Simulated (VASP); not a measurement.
Wanted: the native input for a VASP 6.6.1 run.

```yaml
Task: single point
Functional: PBE
Potentials_or_basis: VASP PAW PBE potentials, release 64 (Ni)
Cutoff: 520 eV
k_mesh: 17 × 17 × 10
Occupations: fermi-dirac, width 0.08 eV
Spin: collinear spin, ferromagnetic start
Starting_moments: "[1.0, 1.0] μB"
Dipole_correction: no
Further_INCAR_settings: ALGO = Normal; EDIFF = 1e-06; NBANDS = 21
```

The structure of Ni lies in POSCAR:

```
Ni
1.0
    2.4204274782      0.0000000000      0.0000000000
   -1.2102137391      2.0961516842      0.0000000000
    0.0000000000      0.0000000000      3.9675806380
Ni
2
Direct
    0.3333333333      0.6666666667      0.2500000000
    0.6666666667      0.3333333333      0.7500000000
```

These files were run (other wordings do the same):

INCAR

```
SYSTEM = Ni
  PREC = Accurate
  ENCUT = 520
  EDIFF = 1E-6
  ISMEAR = -1
  SIGMA = 0.08
  LREAL = .False.
  LASPH = .True.
  NELM = 150
  ALGO = Normal
  ISIF = 2
  LWAVE = .False.
  LCHARG = .True.
  ISPIN = 2
  MAGMOM = 1 1
  LORBIT = 11
  LMAXMIX = 4
  GGA = PE
  LELF = .True.
  LVHAR = .True.
  NBANDS = 21
```

KPOINTS

```
regular mesh
0
Gamma
  17 17 10
  0 0 0
```

Potentials or basis: VASP PAW PBE potentials, release 64 (Ni).

Launch:

```sh
$ cat potpaw_PBE.64/Ni/POTCAR > POTCAR
$ mpirun -np 1 vasp_std > vasp.out
```

Results of the run:

```yaml
Pressure: 19.5 GPa
Net_moment: 1.22 μB per cell
Site_moments: Ni +0.61 μB
Valence_electrons_inside_the_program's_atomic_spheres: Ni 9.46
```

It took 92 s on 1 thread of Intel Xeon 6975P-C, on a shared host, peak memory 0.23 GiB.
